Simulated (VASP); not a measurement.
# Cr: single point with PBE+U

Cr:

```xyz
2
Lattice="2.9689 0.0000 0.0000 0.0000 2.9689 0.0000 0.0000 0.0000 2.9689" Properties=species:S:1:pos:R:3 pbc="T T T"
Cr    0.0000    0.0000    0.0000
Cr    1.4844    1.4844    1.4844
```

```yaml
Program: VASP 6.6.1
Task: single point
Functional: PBE
Potentials_or_basis: VASP PAW PBE potentials, release 64 (Cr_pv)
Cutoff: 520 eV
k_mesh: 11 × 11 × 11
Occupations: fermi-dirac, width 0.05 eV
Spin: collinear spin, antiferromagnetic start
Starting_moments: "[-3.0, 3.0] μB"
Hubbard_terms: Cr d U = 3.0 eV
```

```
Pressure                                              : 21.9 GPa
Band gap on the k mesh                                : 0.21 eV
Net moment                                            : 0.00 μB per cell
Site moments                                          : Cr -3.29, +3.29 μB
Valence electrons inside the program's atomic spheres : Cr 10.87
```

Levels at points of the mesh, in eV from the valence-band top:
Spin up:
| k point | band 8 | band 9 | band 10 | band 11 | band 12 | band 13 | band 14 | band 15 | band 16 | band 17 |
| --- | --- | --- | --- | --- | --- | --- | --- | --- | --- | --- |
| (0.00, 0.00, 0.00) | -3.89 | -3.89 | -1.92 | -1.92 | -1.92 | 2.38 | 2.38 | 4.09 | 4.09 | 4.09 |
Spin down:
```csv
k point,band 10,band 11,band 12,band 13,band 14,band 15
"(0.00, 0.00, 0.00)",-1.92,-1.92,-1.92,2.38,2.38,4.09
```

Eigenvalues of the final occupation matrices:
| site | spin | trace | eigenvalues |
| --- | --- | --- | --- |
| site 1 d | 1 | 0.48 | 0.07 0.07 0.12 0.12 0.12 |
| site 1 d | 2 | 3.70 | 0.60 0.60 0.83 0.83 0.83 |
| site 2 d | 1 | 3.70 | 0.60 0.60 0.83 0.83 0.83 |
| site 2 d | 2 | 0.48 | 0.07 0.07 0.12 0.12 0.12 |

Wall time 57 s on 1 thread of Intel(R) Xeon(R) Platinum 8259CL CPU @ 2.50GHz (Skylake/Cascade Lake), with other jobs on the host, peak memory 0.17 GiB.

Caveat: the U is typed as a test and isn't derived for this compound. A k mesh can miss the band edges.
